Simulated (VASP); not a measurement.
## Ge: single point with PBEsol

Crystal: Ge.

```
Ge
1.0
    -2.51013    2.51013    1.39741
     2.51013   -2.51013    1.39741
     2.51013    2.51013   -1.39741
Ge
2
Direct
  0.25000 0.75000 0.50000
  0.50000 0.50000 0.00000
```

This cell differs from its parent crystal: strain -0.025 along x and y, +0.000 along z.

```yaml
Program: VASP 6.6.1
Task: single point
Functional: PBEsol
Potentials_or_basis: VASP PAW PBE potentials, release 64 (Ge_d)
Cutoff: 520 eV
k_mesh: 20 × 20 × 20
Occupations: gaussian, width 0.15 eV
Spin: no spin polarisation
Dipole_correction: no
Further_INCAR_settings: ALGO = Normal; EDIFF = 1e-06; NBANDS = 21
```

```json
{"Pressure": "3.6 GPa", "Band gap on the k mesh": "zero (bands 14 and 15 overlap by 5.67 eV)"}
```

Stress tensor (GPa, compression positive):
```
3.95 0.00 0.00
0.00 3.95 0.00
0.00 0.00 2.84
```

Levels at points of the mesh, in eV from the Fermi level:
```
           k point  band 12  band 13  band 14  band 15  band 16  band 17
(0.00, 0.00, 0.00)    -3.57    -2.37    -2.37     3.25     8.10     8.17
(0.50, 0.00, 0.00)    -6.72    -2.54    -2.04    -1.59     2.34     3.78
(0.50, 0.50, 0.00)   -10.84     0.75     0.75     2.29     2.29     7.35
(0.50, 0.50, 0.50)    -8.90    -6.24    -6.24     5.80     5.80    11.98
```

Run time: 3.3 min on 1 thread of Intel(R) Xeon(R) 6975P-C (Granite Rapids), on a shared host, peak memory 0.45 GiB.

Caveat: the cell differs from its parent crystal (strain -0.025 along x and y, +0.000 along z); the cell stands under pressure; the PAW data sets were made with another functional, which shifts forces and pressure a little.
